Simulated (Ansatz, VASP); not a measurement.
# Ni in VASP and in Ansatz

```xyz
2
Lattice="0.0000 3.5317 3.5317 1.7659 0.0000 1.7659 1.7659 1.7659 0.0000" Properties=species:S:1:pos:R:3 pbc="T T T"
Ni    0.0000    0.0000    0.0000
Ni    0.0000    1.7659    1.7659
```

Alike in both runs: task single point; functional r2SCAN; k mesh 7 × 14 × 14; occupations fermi-dirac, width 0.05 eV; no spin polarisation.

|  | VASP | Ansatz |
| --- | --- | --- |
| version | VASP 6.6.1 | Ansatz 0.2.0 |
| potentials or method | VASP PAW PBE potentials, release 64 (Ni), cutoff 520 eV | PAW, plane waves, scalar-relativistic |
| valence electrons in the cell | 20 | 36 |

|  | VASP | Ansatz | Ansatz less VASP |
| --- | --- | --- | --- |
| pressure (GPa) | -10.9 | -11.6 | -0.67 |

VASP's potentials were made for PBE, not for r2SCAN. With one functional, cell and mesh, what is left measures potentials, basis and numerics. VASP's potentials hold 20 valence electrons a cell and Ansatz's 36, so a difference there can come from the potentials and not from the codes.
